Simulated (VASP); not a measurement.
# Al (Fm-3m) in VASP: notebook

Runs on Al. Level: r2SCAN. Tasks: single point.

Everything below comes from runs of VASP 6.6.1. Logs are shortened: lines on timing, memory, paths and dates and some standing lists are left out, and cuts for length are marked.

### Step 1. The cell of the first run

It takes space group Fm-3m (No. 225, cubic). Conventional cell: a = 3.993 Å, b = 3.993 Å, c = 3.993 Å, α = 90.00°, β = 90.00°, γ = 90.00°. Within 3.7 Å of Al (site symmetry m-3m) lie 12 Al at 2.82 Å.

### Step 2. Single point, r2SCAN

The input, POSCAR:

```
Al
1.0
    0.0000000000      1.9966927595      1.9966927595
    1.9966927595      0.0000000000      1.9966927595
    1.9966927595      1.9966927595      0.0000000000
Al
1
Direct
    0.0000000000      0.0000000000      0.0000000000
```

The input, INCAR.step1:

```
  PREC = Accurate
  ENCUT = 520
  ISMEAR = -1
  SIGMA = 0.1
  LREAL = F
  LASPH = T
  NELM = 100
  NBANDS = 8
  GGA = PE
  ALGO = Normal
  EDIFF = 1E-4
  LWAVE = T
  LCHARG = F
```

The input, INCAR.step2:

```
  PREC = Accurate
  ENCUT = 520
  EDIFF = 1E-7
  ISMEAR = -1
  SIGMA = 0.1
  LREAL = F
  LASPH = T
  NELM = 100
  ALGO = Normal
  ISIF = 2
  LWAVE = F
  LCHARG = T
  METAGGA = R2SCAN
  LMIXTAU = T
  LELF = T
  LVHAR = T
  NBANDS = 8
  ISTART = 1
```

The input, KPOINTS:

```
Automatic mesh
0
Gamma
  7 7 7
```

Potentials or basis: VASP PAW PBE potentials, release 64 (Al).

On the command line:

```bash
$ cat potpaw_PBE.64/Al/POTCAR > POTCAR
$ cp INCAR.step1 INCAR
$ mpirun -np 1 vasp_std > vasp.out
$ cp INCAR.step2 INCAR
$ mpirun -np 1 vasp_std > vasp.out
```

OUTCAR:

```text
PREC = Accurate
   ENCUT = 520
   EDIFF = 1E-7
   ISMEAR = -1
   LREAL = F
   LASPH = T
   NELM = 100
   ISIF = 2
   METAGGA = R2SCAN
   ISTART = 1

 ion  position               nearest neighbor table
   1  0.000  0.000  0.000-

  LATTYP: Found a face centered cubic cell.
 ALAT       =     3.9933855190

  Lattice vectors:

 A1 = (   0.0000000000,   1.9966927595,   1.9966927595)
 A2 = (   1.9966927595,   0.0000000000,   1.9966927595)
 A3 = (   1.9966927595,   1.9966927595,   0.0000000000)

Analysis of symmetry for initial positions (statically):
=====================================================================
 Subroutine PRICEL returns:
 Original cell was already a primitive cell.

 Routine SETGRP: Setting up the symmetry group for a
 face centered cubic supercell.

 Subroutine GETGRP returns: Found 48 space group operations
 (whereof 48 operations were pure point group operations)
 out of a pool of 48 trial point group operations.

The static configuration has the point symmetry O_h .

Analysis of symmetry for dynamics (positions and initial velocities):
=====================================================================
 Subroutine PRICEL returns:
 Original cell was already a primitive cell.

 Routine SETGRP: Setting up the symmetry group for a
 face centered cubic supercell.

 Subroutine GETGRP returns: Found 48 space group operations
 (whereof 48 operations were pure point group operations)
 out of a pool of 48 trial point group operations.

The dynamic configuration has the point symmetry O_h .

 Subroutine INISYM returns: Found 48 space group operations
 (whereof 48 operations are pure point group operations),
 and found     1 'primitive' translations

----------------------------------------------------------------------------------------

                                     Primitive cell

  volume of cell :      15.9208

  direct lattice vectors                    reciprocal lattice vectors
     0.000000000  1.996692759  1.996692759    -0.250414090  0.250414090  0.250414090
     1.996692759  0.000000000  1.996692759     0.250414090 -0.250414090  0.250414090
     1.996692759  1.996692759  0.000000000     0.250414090  0.250414090 -0.250414090

  length of vectors
     2.823749980  2.823749980  2.823749980     0.433729926  0.433729926  0.433729926

  position of ions in fractional coordinates (direct lattice)
     0.000000000  0.000000000  0.000000000

  ion indices of the primitive-cell ions
   primitive index   ion index
                 1           1

----------------------------------------------------------------------------------------

 KPOINTS: Automatic mesh

Automatic generation of k-mesh.
 Grid dimensions read from file:
 generate k-points for:    7    7    7

 Generating k-lattice:

  Cartesian coordinates                     Fractional coordinates (reciprocal lattice)
    -0.035773441  0.035773441  0.035773441     0.142857143  0.000000000  0.000000000
     0.035773441 -0.035773441  0.035773441     0.000000000  0.142857143  0.000000000
     0.035773441  0.035773441 -0.035773441     0.000000000  0.000000000  0.142857143

  Length of vectors
     0.061961418  0.061961418  0.061961418

  Shift w.r.t. Gamma in fractional coordinates (k-lattice)
     0.000000000  0.000000000  0.000000000

 Subroutine IBZKPT returns following result:
 ===========================================

 Found     20 irreducible k-points:

 Following reciprocal coordinates:
            Coordinates               Weight
  0.000000  0.000000  0.000000      1.000000
  0.142857  0.000000  0.000000      8.000000
  0.285714  0.000000  0.000000      8.000000
  0.428571  0.000000  0.000000      8.000000
  0.142857  0.142857  0.000000      6.000000
  0.285714  0.142857  0.000000     24.000000
[... 12 lines left out ...]
 -0.428571  0.428571  0.142857     24.000000
 -0.285714  0.428571  0.142857     24.000000
   k-points           NKPTS =     20   k-points in BZ     NKDIM =     20   number of bands    NBANDS=      8
   number of dos      NEDOS =    301   number of ions     NIONS =      1
   total plane-waves  NPLWV =  13824
   dimension x,y,z NGX =    24 NGY =   24 NGZ =   24
   dimension x,y,z NGXF=    48 NGYF=   48 NGZF=   48
   ions per type =               1
   NGX,Y,Z   is equivalent  to a cutoff of  14.13, 14.13, 14.13 a.u.
   NGXF,Y,Z  is equivalent  to a cutoff of  28.26, 28.26, 28.26 a.u.
 SYSTEM =  unknown system
   PREC   = accura    normal or accurate (medium, high low for compatibility)
   ISTART =      1    job   : 0-new  1-cont  2-samecut
   ICHARG =      0    charge: 1-file 2-atom 10-const
   ISPIN  =      1    spin polarized calculation?
   LNONCOLLINEAR =      F non collinear calculations
   LSORBIT =      F    spin-orbit coupling
   LASPH  =      T    aspherical Exc in radial PAW
   ENCUT  =  520.0 eV  38.22 Ry    6.18 a.u.   5.25  5.25  5.25*2*pi/ulx,y,z
   NELM   =    100;   NELMIN=  2; NELMDL=  0     # of ELM steps
   EDIFF  = 0.1E-06   stopping-criterion for ELM
   LREAL  =      F    real-space projection
   EDIFFG = 0.1E-05   stopping-criterion for IOM
   NSW    =      0    number of steps for IOM
   IBRION =     -1    ionic relax: 0-MD 1-quasi-New 2-CG
   NFREE  =      0    steps in history (QN), initial steepest desc. (CG)
   ISIF   =      2    stress and relaxation
   ISYM   =      2    0-nonsym 1-usesym 2-fastsym
   POTIM  = 0.5000    time-step for ionic-motion
   TEBEG  =    0.0;   TEEND  =   0.0 temperature during run
   PSTRESS=    0.0 pullay stress
   NELECT =       3.0000    total number of electrons
   NUPDOWN=      -1.0000    fix difference up-down
   EMIN   =  10.00;   EMAX   =-10.00  energy-range for DOS
   EFERMI =   0.00;   METHOD = LEGACY
   ISMEAR =    -1;   SIGMA  =   0.10  broadening in eV -4-tet -1-fermi 0-gaus
   EFERMI_NEDOS =   21; number of points for ismear=-14 and -15
   IALGO  =     38    algorithm
   IMIX   =      4    mixing-type and parameters
     AMIX     =   0.40;   BMIX     =  1.00
     AMIX_MAG =   1.60;   BMIX_MAG =  1.00
  volume/ion in A,a.u.               =      15.92       107.44
  Fermi-wavevector in a.u.,A,eV,Ry     =   0.938557  1.773616 11.985227  0.880889
  Thomas-Fermi vector in A             =   2.065781
   LORBIT       =      0    0 simple, 1 ext, 2 COOP (PROOUT), +10 PAW based schemes
   METAGGA = R2SCAN    functional components
   LHFCALC =     F    Hartree Fock is set to
   AEXX    =    0.0000 exact exchange contribution
   IVDW    =     0    specifies the selected vdW correction
   LEPSILON=     F    determine dielectric tensor
   LRPA    =     F    only Hartree local field effects (RPA)
 non-spin polarized calculation
  energy-cutoff  :      520.00
  volume of cell :       15.92
 maximum number of plane-waves:       444
 NGX is ok and might be reduce to    24
   NGX = 11   NGY = 11   NGZ = 11

 number of electron       3.0000000 magnetization

 Free energy of the ion-electron system (eV)
  ---------------------------------------------------
  ext. energy  EPLUGINS =         0.00000000
  ---------------------------------------------------
  free energy    TOTEN  =        -6.79462327 eV

  energy without entropy =       -6.78639080  energy(sigma->0) =       -6.79050704

 E-fermi :   8.4666     XC(G=0): -11.0355

 val. band max:        8.4637443518   @ k =  -0.2857   0.2857   0.0000
 cond. band min:       8.7487029045   @ k =  -0.2857   0.4286   0.1429
 fundamental gap:      0.2849585527
 Fermi energy:         8.4666230856

 k-point     1 :       0.0000    0.0000    0.0000
  band No.  band energies     occupation
      1      -3.6962      2.00000
      2      21.9178      0.00000
      3      21.9178      0.00000
      4      21.9178      0.00000
      5      24.1112      0.00000
      6      24.1112      0.00000
      7      24.1112      0.00000
      8      26.0208      0.00000

 k-point     2 :       0.1429    0.0000    0.0000
  band No.  band energies     occupation
      1      -3.0939      2.00000
      2      16.6210      0.00000
      3      20.9157      0.00000
      4      20.9157      0.00000
      5      24.4301      0.00000
      6      25.9513      0.00000
      7      25.9513      0.00000
      8      27.1338      0.00000

 k-point     3 :       0.2857    0.0000    0.0000
  band No.  band energies     occupation
      1      -1.3023      2.00000
      2      10.7256      0.00000
      3      20.1810      0.00000
      4      20.1810      0.00000
      5      23.8057      0.00000
      6      23.8057      0.00000
      7      23.9927      0.00000
      8      28.1595      0.00000

 k-point     4 :       0.4286    0.0000    0.0000
  band No.  band energies     occupation
      1       1.6282      2.00000
      2       5.6989      2.00000
      3      20.3581      0.00000
      4      20.3581      0.00000
      5      21.6480      0.00000
      6      21.6480      0.00000
      7      24.3033      0.00000
      8      25.8944      0.00000

 k-point     5 :       0.1429    0.1429    0.0000
  band No.  band energies     occupation
      1      -2.8937      2.00000
      2      18.7349      0.00000
      3      18.7795      0.00000
      4      18.7796      0.00000
      5      22.4992      0.00000
      6      23.3078      0.00000
      7      28.3923      0.00000
      8      28.3923      0.00000
[... 133 lines left out ...]
 k-point    18 :      -0.4286    0.2857    0.1429
  band No.  band energies     occupation
      1       3.1595      2.00000
      2       7.1424      2.00000
      3      12.5671      0.00000
      4      14.1508      0.00000
      5      22.8754      0.00000
      6      24.2447      0.00000
      7      27.9984      0.00000
      8      32.1672      0.00000

 k-point    19 :      -0.4286    0.4286    0.1429
  band No.  band energies     occupation
      1       4.0824      2.00000
      2       9.5364      0.00005
      3       9.9401      0.00000
      4      12.0230      0.00000
      5      20.3430      0.00000
      6      22.8376      0.00000
      7      29.8273      0.00000
      8      33.9785      0.00000

 k-point    20 :      -0.2857    0.4286    0.1429
  band No.  band energies     occupation
      1       6.2929      2.00000
      2       6.9879      2.00000
      3       8.7487      0.11242
      4      12.1475      0.00000
      5      22.2293      0.00000
      6      27.1648      0.00000
      7      27.6055      0.00000
      8      29.5735      0.00000

------------------------ aborting loop because EDIFF is reached ----------------------------------------

  FORCE on cell =-STRESS in cart. coord.  units (eV):
  Direction    XX          YY          ZZ          XY          YZ          ZX
  --------------------------------------------------------------------------------------
  -------------------------------------------------------------------------------------
  Total       -0.0446772     -0.0446772     -0.0446772      0.0000000     -0.0000000     -0.0000000
  in kB       -4.4960694     -4.4960694     -4.4960694      0.0000000     -0.0000000     -0.0000000
  external PRESSURE =      -4.4960694 kB  Pullay stress =       0.0000000 kB

 VOLUME and BASIS-vectors are now :
 -----------------------------------------------------------------------------
  energy-cutoff  :      520.00
  volume of cell :       15.92
      direct lattice vectors                 reciprocal lattice vectors
     0.000000000  1.996692759  1.996692759    -0.250414090  0.250414090  0.250414090
     1.996692759  0.000000000  1.996692759     0.250414090 -0.250414090  0.250414090
     1.996692759  1.996692759  0.000000000     0.250414090  0.250414090 -0.250414090

 POSITION                                       TOTAL-FORCE (eV/Angst)
 -----------------------------------------------------------------------------------
      0.00000      0.00000      0.00000         0.000000      0.000000      0.000000
 -----------------------------------------------------------------------------------
    total drift:                                0.000000     -0.000000      0.000000

  FREE ENERGIE OF THE ION-ELECTRON SYSTEM (eV)
  ---------------------------------------------------
  free  energy   TOTEN  =        -6.7946232727 eV

  energy  without entropy=       -6.7863908042  energy(sigma->0) =       -6.79050704
```

Wall time 14 s (1 thread of Intel Xeon 6975P-C, shared host); peak memory 0.13 GiB.

What came out:

* Free energy: -6.7946 eV
* Pressure: -0.4 GPa

Caveat: the k points lie up to 0.39 Å⁻¹ apart; the PAW data sets were made with another functional, which shifts forces and pressure a little.

### Step 3. Single point, r2SCAN

POSCAR is that of step 2.

The input, INCAR.step1:

```
PREC = Accurate
ENCUT = 520
ISMEAR = -1
SIGMA = 0.1
LREAL = False
LASPH = True
NELM = 100
NBANDS = 8
GGA = PE
ALGO = Normal
EDIFF = 1E-4
LWAVE = True
LCHARG = False
```

The input, INCAR.step2:

```
PREC = Accurate
ENCUT = 520
EDIFF = 1E-7
ISMEAR = -1
SIGMA = 0.1
LREAL = False
LASPH = True
NELM = 100
ALGO = Normal
ISIF = 2
LWAVE = False
LCHARG = True
METAGGA = R2SCAN
LMIXTAU = True
LELF = True
LVHAR = True
NBANDS = 8
ISTART = 1
```

The input, KPOINTS:

```
regular mesh
0
Gamma
  8 8 8
```

Potentials or basis: VASP PAW PBE potentials, release 64 (Al).

On the command line:

```bash
$ cat potpaw_PBE.64/Al/POTCAR > POTCAR
$ cp INCAR.step1 INCAR
$ mpirun -np 1 vasp_std > vasp.out
$ cp INCAR.step2 INCAR
$ mpirun -np 1 vasp_std > vasp.out
```

Wall time 14 s (1 thread of Intel Xeon 6975P-C, shared host); peak memory 0.13 GiB.

The run converged. Its results:

| Quantity | Value |
| --- | --- |
| Free energy | -6.7364 eV |
| Pressure | 0.0 GPa |

Levels at points of the mesh, in eV from the Fermi level:
```csv
k point,band 1,band 2,band 3,band 4
"(0.00, 0.00, 0.00)",-12.05,13.57,13.57,13.57
"(0.50, 0.00, 0.00)",-5.10,-4.54,12.30,12.30
"(0.50, 0.50, 0.00)",-3.20,-1.62,5.52,6.22
```

Caveat: the PAW data sets were made with another functional, which shifts forces and pressure a little.
